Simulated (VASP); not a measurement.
# SiO2 (Stishovite) (P4_2/mnm) in VASP: further runs

Runs on SiO2 (Stishovite). Level: PBE. Tasks: single point, relaxation of cell and atoms.

Program: VASP 6.6.1. These are calculated values, not measurements. Logs are shortened: lines on timing, memory, paths and dates and some standing lists are left out, and cuts for length are marked.

## Step 1: The cell of the first run

Symmetry: P4_2/mnm, No. 136, tetragonal system. Conventional cell: a = 4.229 Å, b = 4.229 Å, c = 2.689 Å, α = 90.00°, β = 90.00°, γ = 90.00°. Si (site symmetry mmm) has 6 O at 1.77 to 1.83 Å within 2.4 Å. O (site symmetry m2m) has 3 Si at 1.77 to 1.83 Å and 1 O at 2.31 Å within 2.4 Å.

## Step 2: Single point, PBE

INCAR reads:

```
PREC = Accurate ; ENCUT = 520
EDIFF = 1E-7 ; ISMEAR = 0
SIGMA = 0.01 ; LREAL = F
LASPH = T ; NELM = 100
ALGO = Normal ; ISIF = 2
LWAVE = F ; LCHARG = T
GGA = PE ; LELF = T
LVHAR = T ; NBANDS = 25
```

KPOINTS reads:

```
regular mesh
0
Gamma
  6 6 8
```

POSCAR reads:

```
SiO2
1.0
    4.2290681573      0.0000000000      0.0000000000
    0.0000000000      4.2290681573      0.0000000000
    0.0000000000      0.0000000000      2.6888055587
Si O
2 4
Direct
    0.0000000000      0.0000000000      0.0000000000
    0.5000000000      0.5000000000      0.5000000000
    0.3067933960      0.3067933960      0.0000000000
    0.1932066040      0.8067933960      0.5000000000
    0.6932066040      0.6932066040      0.0000000000
    0.8067933960      0.1932066040      0.5000000000
```

Potentials or basis: VASP PAW PBE potentials, release 64 (Si, O).

On the command line:

```
$ cat potpaw_PBE.64/Si/POTCAR potpaw_PBE.64/O/POTCAR > POTCAR
$ mpirun -np 1 vasp_std > vasp.out
```

OUTCAR:

```text
PREC = Accurate
   ENCUT = 520
   EDIFF = 1E-7
   ISMEAR = 0
   LREAL = F
   LASPH = T
   NELM = 100
   ISIF = 2
   GGA = PE

 ion  position               nearest neighbor table
   1  0.000  0.000  0.000-   4 1.77   6 1.77   4 1.77   6 1.77   5 1.83   3 1.83
   2  0.500  0.500  0.500-   3 1.77   5 1.77   3 1.77   5 1.77   4 1.83   6 1.83
   3  0.307  0.307  0.000-   2 1.77   2 1.77   1 1.83
   4  0.193  0.807  0.500-   1 1.77   1 1.77   2 1.83
   5  0.693  0.693  0.000-   2 1.77   2 1.77   1 1.83
   6  0.807  0.193  0.500-   1 1.77   1 1.77   2 1.83

  LATTYP: Found a simple tetragonal cell.
 ALAT       =     4.2290681573
 C/A-ratio  =     0.6357914932

  Lattice vectors:

 A1 = (   4.2290681573,   0.0000000000,   0.0000000000)
 A2 = (   0.0000000000,   4.2290681573,   0.0000000000)
 A3 = (   0.0000000000,   0.0000000000,   2.6888055587)

Analysis of symmetry for initial positions (statically):
=====================================================================
 Subroutine PRICEL returns:
 Original cell was already a primitive cell.

 Routine SETGRP: Setting up the symmetry group for a
 simple tetragonal supercell.

 Subroutine GETGRP returns: Found 16 space group operations
 (whereof  8 operations were pure point group operations)
 out of a pool of 16 trial point group operations.

The static configuration has the point symmetry D_2h.
 The point group associated with its full space group is D_4h.

Analysis of symmetry for dynamics (positions and initial velocities):
=====================================================================
 Subroutine PRICEL returns:
 Original cell was already a primitive cell.

 Routine SETGRP: Setting up the symmetry group for a
 simple tetragonal supercell.

 Subroutine GETGRP returns: Found 16 space group operations
 (whereof  8 operations were pure point group operations)
 out of a pool of 16 trial point group operations.

The dynamic configuration has the point symmetry D_2h.
 The point group associated with its full space group is D_4h.

 Subroutine INISYM returns: Found 16 space group operations
 (whereof  8 operations are pure point group operations),
 and found     1 'primitive' translations

----------------------------------------------------------------------------------------

                                     Primitive cell

  volume of cell :      48.0893

  direct lattice vectors                    reciprocal lattice vectors
     4.229068157  0.000000000  0.000000000     0.236458710  0.000000000  0.000000000
     0.000000000  4.229068157  0.000000000     0.000000000  0.236458710  0.000000000
     0.000000000  0.000000000  2.688805559     0.000000000  0.000000000  0.371912352

  length of vectors
     4.229068157  4.229068157  2.688805559     0.236458710  0.236458710  0.371912352

  position of ions in fractional coordinates (direct lattice)
     0.000000000  0.000000000  0.000000000
     0.500000000  0.500000000  0.500000000
     0.306793396  0.306793396  0.000000000
     0.193206604  0.806793396  0.500000000
     0.693206604  0.693206604  0.000000000
     0.806793396  0.193206604  0.500000000

  ion indices of the primitive-cell ions
   primitive index   ion index
                 1           1
                 2           2
                 3           3
                 4           4
                 5           5
                 6           6

----------------------------------------------------------------------------------------

 KPOINTS: regular mesh

Automatic generation of k-mesh.
 Grid dimensions read from file:
 generate k-points for:    6    6    8

 Generating k-lattice:

  Cartesian coordinates                     Fractional coordinates (reciprocal lattice)
     0.039409785  0.000000000  0.000000000     0.166666667  0.000000000  0.000000000
     0.000000000  0.039409785  0.000000000     0.000000000  0.166666667  0.000000000
     0.000000000  0.000000000  0.046489044     0.000000000  0.000000000  0.125000000

  Length of vectors
     0.039409785  0.039409785  0.046489044

  Shift w.r.t. Gamma in fractional coordinates (k-lattice)
     0.000000000  0.000000000  0.000000000

 Subroutine IBZKPT returns following result:
 ===========================================

 Found     50 irreducible k-points:

 Following reciprocal coordinates:
            Coordinates               Weight
  0.000000  0.000000  0.000000      1.000000
  0.166667  0.000000  0.000000      4.000000
  0.333333  0.000000  0.000000      4.000000
  0.500000  0.000000  0.000000      2.000000
  0.166667  0.166667  0.000000      4.000000
  0.333333  0.166667  0.000000      8.000000
[... 16 lines left out ...]
  0.333333  0.000000  0.250000      8.000000
  0.500000  0.000000  0.250000      4.000000
 [... further k-points ...]
   k-points           NKPTS =     50   k-points in BZ     NKDIM =     50   number of bands    NBANDS=     25
   number of dos      NEDOS =    301   number of ions     NIONS =      6
   total plane-waves  NPLWV =  20480
   dimension x,y,z NGX =    32 NGY =   32 NGZ =   20
   dimension x,y,z NGXF=    64 NGYF=   64 NGZF=   40
   ions per type =               2   4
   NGX,Y,Z   is equivalent  to a cutoff of  12.58, 12.58, 12.37 a.u.
   NGXF,Y,Z  is equivalent  to a cutoff of  25.16, 25.16, 24.73 a.u.
 SYSTEM =  unknown system
   PREC   = accura    normal or accurate (medium, high low for compatibility)
   ISTART =      0    job   : 0-new  1-cont  2-samecut
   ICHARG =      2    charge: 1-file 2-atom 10-const
   ISPIN  =      1    spin polarized calculation?
   LNONCOLLINEAR =      F non collinear calculations
   LSORBIT =      F    spin-orbit coupling
   LASPH  =      T    aspherical Exc in radial PAW
   ENCUT  =  520.0 eV  38.22 Ry    6.18 a.u.   7.86  7.86  5.00*2*pi/ulx,y,z
   NELM   =    100;   NELMIN=  2; NELMDL= -5     # of ELM steps
   EDIFF  = 0.1E-06   stopping-criterion for ELM
   LREAL  =      F    real-space projection
   EDIFFG = 0.1E-05   stopping-criterion for IOM
   NSW    =      0    number of steps for IOM
   IBRION =     -1    ionic relax: 0-MD 1-quasi-New 2-CG
   NFREE  =      0    steps in history (QN), initial steepest desc. (CG)
   ISIF   =      2    stress and relaxation
   ISYM   =      2    0-nonsym 1-usesym 2-fastsym
   POTIM  = 0.5000    time-step for ionic-motion
   TEBEG  =    0.0;   TEEND  =   0.0 temperature during run
   PSTRESS=    0.0 pullay stress
   NELECT =      32.0000    total number of electrons
   NUPDOWN=      -1.0000    fix difference up-down
   EMIN   =  10.00;   EMAX   =-10.00  energy-range for DOS
   EFERMI =   0.00;   METHOD = LEGACY
   ISMEAR =     0;   SIGMA  =   0.01  broadening in eV -4-tet -1-fermi 0-gaus
   EFERMI_NEDOS =   21; number of points for ismear=-14 and -15
   IALGO  =     38    algorithm
   IMIX   =      4    mixing-type and parameters
     AMIX     =   0.40;   BMIX     =  1.00
     AMIX_MAG =   1.60;   BMIX_MAG =  1.00
  volume/ion in A,a.u.               =       8.01        54.09
  Fermi-wavevector in a.u.,A,eV,Ry     =   1.429251  2.700893 27.793424  2.042759
  Thomas-Fermi vector in A             =   2.549225
   LORBIT       =      0    0 simple, 1 ext, 2 COOP (PROOUT), +10 PAW based schemes
   GGA     = PE    functional components
   LHFCALC =     F    Hartree Fock is set to
   AEXX    =    0.0000 exact exchange contribution
   IVDW    =     0    specifies the selected vdW correction
   LEPSILON=     F    determine dielectric tensor
   LRPA    =     F    only Hartree local field effects (RPA)
 non-spin polarized calculation
 Gauss-broadening in eV      SIGMA  =   0.01
  energy-cutoff  :      520.00
  volume of cell :       48.09
 maximum number of plane-waves:      1328
 NGX is ok and might be reduce to    32
   NGX = 15   NGY = 15   NGZ =  9

 number of electron      31.9999990 magnetization

 Free energy of the ion-electron system (eV)
  ---------------------------------------------------
  ext. energy  EPLUGINS =         0.00000000
  ---------------------------------------------------
  free energy    TOTEN  =       -46.31588852 eV

  energy without entropy =      -46.31588852  energy(sigma->0) =      -46.31588852

 E-fermi :   7.8302     XC(G=0): -12.1011

 val. band max:        7.7886296522   @ k =   0.0000   0.0000   0.0000
 cond. band min:      12.8700671513   @ k =   0.0000   0.0000   0.0000
 fundamental gap:      5.0814374991
 Fermi energy:         7.8301692534

 k-point     1 :       0.0000    0.0000    0.0000
  band No.  band energies     occupation
      1     -14.4623      2.00000
      2     -10.9838      2.00000
      3     -10.9838      2.00000
      4     -10.8122      2.00000
      5      -2.8539      2.00000
      6       1.5327      2.00000
[... 17 lines left out ...]
     24      21.5503      0.00000
     25      23.1860      0.00000

 k-point     2 :       0.1667    0.0000    0.0000
  band No.  band energies     occupation
      1     -14.3232      2.00000
      2     -11.6309      2.00000
      3     -10.9152      2.00000
      4     -10.4543      2.00000
      5      -2.6584      2.00000
      6       0.7966      2.00000
[... 17 lines left out ...]
     24      21.0410      0.00000
     25      23.0517      0.00000

 k-point     3 :       0.3333    0.0000    0.0000
  band No.  band energies     occupation
      1     -13.9163      2.00000
      2     -12.4763      2.00000
      3     -10.7320      2.00000
      4     -10.3607      2.00000
      5      -2.1201      2.00000
      6      -0.3106      2.00000
[... 552 lines left out ...]
 k-point    23 :       0.3333    0.0000    0.2500
  band No.  band energies     occupation
      1     -13.1924      2.00000
      2     -11.9464      2.00000
      3     -10.4743      2.00000
      4     -10.3047      2.00000
      5      -1.6613      2.00000
      6       0.1600      2.00000
[... 17 lines left out ...]
     24      20.5092      0.00000
     25      21.4341      0.00000

 k-point    24 :       0.5000    0.0000    0.2500
  band No.  band energies     occupation
      1     -12.6286      2.00000
      2     -12.6286      2.00000
      3     -10.3576      2.00000
      4     -10.3576      2.00000
      5      -0.7372      2.00000
      6      -0.7372      2.00000
[... 17 lines left out ...]
     24      20.5743      0.00000
     25      21.3550      0.00000

 [... further k-points ...]

------------------------ aborting loop because EDIFF is reached ----------------------------------------

  FORCE on cell =-STRESS in cart. coord.  units (eV):
  Direction    XX          YY          ZZ          XY          YZ          ZX
  --------------------------------------------------------------------------------------
  -------------------------------------------------------------------------------------
  Total        0.2890868      0.2890868      0.4740052      0.0000000      0.0000000      0.0000000
  in kB        9.6314141      9.6314141     15.7922828      0.0000000      0.0000000      0.0000000
  external PRESSURE =      11.6850370 kB  Pullay stress =       0.0000000 kB

 VOLUME and BASIS-vectors are now :
 -----------------------------------------------------------------------------
  energy-cutoff  :      520.00
  volume of cell :       48.09
      direct lattice vectors                 reciprocal lattice vectors
     4.229068157  0.000000000  0.000000000     0.236458710  0.000000000  0.000000000
     0.000000000  4.229068157  0.000000000     0.000000000  0.236458710  0.000000000
     0.000000000  0.000000000  2.688805559     0.000000000  0.000000000  0.371912352

 POSITION                                       TOTAL-FORCE (eV/Angst)
 -----------------------------------------------------------------------------------
      0.00000      0.00000      0.00000        -0.000000      0.000000      0.000000
      2.11453      2.11453      1.34440        -0.000000      0.000000      0.000000
      1.29745      1.29745      0.00000        -0.012624     -0.012624     -0.000000
      0.81708      3.41198      1.34440         0.012624     -0.012624      0.000000
      2.93162      2.93162      0.00000         0.012624      0.012624      0.000000
      3.41198      0.81708      1.34440        -0.012624      0.012624      0.000000
 -----------------------------------------------------------------------------------
    total drift:                                0.000000      0.000000     -0.000000

  FREE ENERGIE OF THE ION-ELECTRON SYSTEM (eV)
  ---------------------------------------------------
  free  energy   TOTEN  =       -46.3158885244 eV

  energy  without entropy=      -46.3158885244  energy(sigma->0) =      -46.31588852
```

Wall time 33 s (1 thread of Intel Xeon Platinum 8259CL at 2.50GHz (Skylake/Cascade Lake), shared host); peak memory 0.18 GiB.

Results:

```yaml
Free_energy: -46.3159 eV
Pressure: 1.2 GPa
Largest_force: 0.018 eV/Å
Band_gap_on_the_k_mesh: 5.08 eV, direct
```

Forces in eV/Å, atoms in the order of the input:
```
Si   0.000  0.000  0.000
Si   0.000  0.000  0.000
O   -0.013 -0.013  0.000
O    0.013 -0.013  0.000
O    0.013  0.013  0.000
O   -0.013  0.013  0.000
```

Stress tensor (GPa, compression positive):
```
0.96 0.00 0.00
0.00 0.96 0.00
0.00 0.00 1.58
```

## Step 3: Relaxation of cell and atoms, PBE, target pressure 1 GPa, at which the enthalpy is minimised

This run uses another cell than the first one, of 7.75 Å³/atom, 0.967 times its volume.

INCAR reads:

```
PREC = Accurate
ENCUT = 600
EDIFF = 1E-7
ISMEAR = 0
SIGMA = 0.01
LREAL = False
LASPH = True
NELM = 80
ALGO = Normal
ISIF = 3
LWAVE = False
LCHARG = False
GGA = PE
IBRION = 2
NSW = 80
EDIFFG = -0.01
PSTRESS = 10.0
```

KPOINTS reads:

```
Automatic mesh
0
Gamma
  6 6 8
```

POSCAR reads:

```
SiO2
1.0
    4.1773000000      0.0000000000      0.0000000000
    0.0000000000      4.1773000000      0.0000000000
    0.0000000000      0.0000000000      2.6652000000
Si O
2 4
Direct
    0.0000000000      0.0000000000      0.0000000000
    0.5000000000      0.5000000000      0.5000000000
    0.3059000000      0.3059000000      0.0000000000
    0.1941000000      0.8059000000      0.5000000000
    0.6941000000      0.6941000000      0.0000000000
    0.8059000000      0.1941000000      0.5000000000
```

Potentials or basis: VASP PAW PBE potentials, release 64 (Si, O).

On the command line:

```
$ cat potpaw_PBE.64/Si/POTCAR potpaw_PBE.64/O/POTCAR > POTCAR
$ mpirun -np 1 vasp_std > vasp.out
```

It took 2.7 min on 1 thread of Intel Xeon Platinum 8259CL at 2.50GHz (Skylake/Cascade Lake), shared host; peak memory 0.2 GiB.

It converged, with:

```
Free energy                                            : -46.3238 eV
Relaxed volume                                         : 8.01 Å³/atom
Relaxed cell                                           : a = 4.225 Å, b = 4.225 Å, c = 2.692 Å, α = 90.00°, β = 90.00°, γ = 90.00°
Space group after relaxing (to 0.05 Å)                 : P4_2/mnm (No. 136)
Energy change on relaxing (the enthalpy is what falls) : -9.1 meV/atom
Ionic steps                                            : 7
Pressure after relaxing                                : 0.9 GPa
Band gap on the k mesh                                 : 5.08 eV, direct
```

Forces on the atoms (eV/Å):
```
Si   0.000  0.000  0.000
Si   0.000  0.000  0.000
O    0.002  0.002  0.000
O   -0.002  0.002  0.000
O   -0.002 -0.002  0.000
O    0.002 -0.002  0.000
```

Stress tensor (GPa, compression positive):
```
0.94 0.00 0.00
0.00 0.94 0.00
0.00 0.00 0.83
```

Step by step:
```
step  energy change (eV)  largest force (eV/Å)  pressure (GPa)  volume (Å³)
   1              0.0000                0.0983           10.96        46.51
   2              0.0100                0.4292          -10.19        49.83
   3             -0.0515                0.1488            1.09        47.91
   4             -0.0513                0.1442            1.27        47.88
   5             -0.0538                0.0205            1.14        47.99
   6             -0.0538                0.0146            1.14        47.99
   7             -0.0544                0.0022            0.90        48.04
```

Final structure:
```cif
data_structure
_symmetry_space_group_name_H-M 'P 1'
_symmetry_Int_Tables_number 1
_cell_length_a 4.2248
_cell_length_b 4.2248
_cell_length_c 2.6917
_cell_angle_alpha 90.000
_cell_angle_beta 90.000
_cell_angle_gamma 90.000
_cell_volume 48.04
loop_
_atom_site_label
_atom_site_type_symbol
_atom_site_fract_x
_atom_site_fract_y
_atom_site_fract_z
_atom_site_occupancy
Si1 Si 0.00000 0.00000 0.00000 1
Si2 Si 0.50000 0.50000 0.50000 1
O1 O 0.30658 0.30658 0.00000 1
O2 O 0.19342 0.80658 0.50000 1
O3 O 0.69342 0.69342 0.00000 1
O4 O 0.80658 0.19342 0.50000 1
```

Levels at points of the mesh, in eV from the valence-band top:
```csv
k point,band 13,band 14,band 15,band 16,band 17,band 18,band 19,band 20
"(0.00, 0.00, 0.00)",-2.50,-0.86,-0.86,0.00,5.08,6.59,8.28,8.28
"(0.50, 0.00, 0.00)",-2.63,-2.63,-1.04,-1.04,7.34,7.34,8.88,8.88
"(0.50, 0.50, 0.00)",-2.57,-2.57,-2.18,-2.18,7.05,7.05,9.79,9.79
"(0.00, 0.00, 0.50)",-2.91,-2.91,-2.58,-2.58,8.69,8.69,12.36,12.36
"(0.50, 0.00, 0.50)",-2.21,-2.21,-1.68,-1.68,8.47,8.47,9.51,9.51
"(0.50, 0.50, 0.50)",-1.72,-1.72,-1.48,-1.48,6.84,6.84,10.75,10.75
```

Caveat: the cell is relaxed towards a set pressure, so the enthalpy falls and the energy may rise. PBE usually gives volumes a little too large and moduli too small.
